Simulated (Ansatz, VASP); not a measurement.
## LaZn: VASP beside Ansatz

```
CELL_PARAMETERS angstrom
3.75000 -0.01875 -0.01875
-0.01875 3.75000 -0.01875
-0.01875 -0.01875 3.75000
ATOMIC_POSITIONS crystal
La 0.50000 0.50000 0.50000
Zn 0.00000 0.00000 0.00000
```

Change from the starting cell: equal xy, yz and zx shear strains of -1 %, PAW files.

Alike in both runs: task electric field gradients; functional LDA; k mesh 9 × 9 × 9; occupations fermi-dirac, width 0.05 eV; no spin polarisation.

|  | VASP | Ansatz |
| --- | --- | --- |
| version | VASP 6.6.1 | Ansatz 0.2.0 |
| potentials or method | VASP PAW LDA potentials, release 64 (La, Zn) | PAW with Ansatz's default frozen-core files, scalar-relativistic |
| plane-wave cutoff (eV) | 520 | 420 |
| valence electrons in the cell | 23 | 23 |

|  | VASP | Ansatz | Ansatz less VASP |
| --- | --- | --- | --- |
| pressure (GPa) | -4.0 | -4.0 | -0.04 |
| traceless stress, the component that is largest in VASP (GPa) | 0.30 | 0.30 | -0.003 |
| size of Vzz on the site where it differs most (V/Å²) | 2.7 | 3.5 | +0.71 |

LDA's correlation is that of Perdew and Zunger in VASP and of Perdew and Wang (1992) in Ansatz.

Spin-orbit coupling is off throughout.
